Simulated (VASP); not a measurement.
## GaC18: single point with PBE

The system is GaC18, a slab with vacuum.

```
C Ga
1.0
     7.39800    0.00000    0.00000
    -3.69900    6.40686    0.00000
     0.00000    0.00000   12.00000
C Ga
18 1
Cartesian
  0.0189 -0.0138 0.9988
  1.2564 0.7037 0.9852
  -1.2075 2.1193 0.9799
  0.0257 2.8310 0.9783
  -2.4426 4.2477 0.9915
  -1.2007 4.9611 0.9704
  2.4991 -0.0108 0.9637
  3.7323 0.7005 0.9671
  1.2587 2.1260 0.9803
  2.4916 2.8321 0.9776
  0.0326 4.2511 0.9713
  1.2595 4.9671 0.9742
  4.9587 -0.0160 0.9741
  6.1872 0.6981 0.9868
  3.7248 2.1206 0.9763
  4.9577 2.8263 0.9838
  2.4885 4.2534 0.9863
  3.7183 4.9642 0.9997
  -2.0281 5.7644 3.1748
```

```yaml
Program: VASP 6.6.1
Task: single point
Functional: PBE
Potentials_or_basis: VASP PAW PBE potentials, release 64 (C, Ga_d)
Cutoff: 520 eV
k_mesh: 2 × 2 × 1
Occupations: gaussian, width 0.05 eV
Spin: collinear spin, zero start
Starting_moments: "[0.0, 0.0, 0.0, 0.0, 0.0, 0.0, 0.0, 0.0, 0.0, 0.0, 0.0, 0.0, 0.0, 0.0, 0.0, 0.0, 0.0, 0.0, 0.0] μB"
Dipole_correction: no
Further_INCAR_settings: LREAL = Auto; ALGO = Normal; EDIFF = 1e-07; NBANDS = 62
```

```json
{
 "Largest force": "0.189 eV/Å",
 "Net moment": "0.00 μB per cell",
 "Valence electrons inside the program's atomic spheres": "C 2.65, 2.66 (each value once); Ga 11.41"
}
```

Forces on the atoms (eV/Å):
```
C    0.012 -0.001  0.001
C   -0.001 -0.008 -0.006
C    0.008  0.008  0.000
C    0.007  0.001  0.000
C    0.000  0.016  0.004
C    0.004  0.000 -0.002
C    0.013  0.006  0.007
C    0.036  0.008 -0.003
C    0.019  0.020 -0.004
C    0.003 -0.003  0.000
C    0.036 -0.009 -0.003
C   -0.002  0.005  0.001
C   -0.005 -0.005  0.002
C    0.010  0.009  0.003
C    0.005 -0.004  0.002
C    0.018 -0.008  0.000
C    0.008 -0.009  0.000
C    0.014  0.012  0.001
Ga  -0.185 -0.039 -0.004
```

Levels at points of the mesh, in eV from the Fermi level:
Spin up:
```csv
k point,band 38,band 39,band 40,band 41,band 42,band 43,band 44,band 45,band 46,band 47
"(0.00, 0.00, 0.00)",-3.81,-3.23,-3.23,-0.53,-0.52,-0.30,-0.29,1.62,1.77,2.36
"(0.50, 0.00, 0.00)",-3.29,-3.14,-2.91,-2.82,-2.61,0.92,1.33,1.55,1.78,2.17
"(0.00, 0.50, 0.00)",-3.33,-3.11,-2.93,-2.82,-2.61,1.12,1.24,1.31,1.94,2.15
"(0.50, 0.50, 0.00)",-3.31,-3.13,-2.92,-2.82,-2.61,0.98,1.28,1.48,1.85,2.17
```
Spin down:
| k point | band 38 | band 39 | band 40 | band 41 | band 42 | band 43 | band 44 | band 45 | band 46 | band 47 |
| --- | --- | --- | --- | --- | --- | --- | --- | --- | --- | --- |
| (0.00, 0.00, 0.00) | -3.81 | -3.23 | -3.23 | -0.53 | -0.52 | -0.30 | -0.29 | 1.62 | 1.77 | 2.36 |
| (0.50, 0.00, 0.00) | -3.29 | -3.14 | -2.91 | -2.82 | -2.61 | 0.92 | 1.33 | 1.55 | 1.78 | 2.17 |
| (0.00, 0.50, 0.00) | -3.33 | -3.11 | -2.93 | -2.82 | -2.61 | 1.12 | 1.24 | 1.31 | 1.94 | 2.15 |
| (0.50, 0.50, 0.00) | -3.31 | -3.13 | -2.92 | -2.82 | -2.61 | 0.98 | 1.28 | 1.48 | 1.85 | 2.17 |

It took 19 min on 1 thread of Intel Xeon 8259CL (shared host), peak memory 0.88 GiB.

Caveat: the k points lie up to 0.49 Å⁻¹ apart; there is no dipole correction, which matters where the two faces differ; no moment was typed at the start, so none could form.
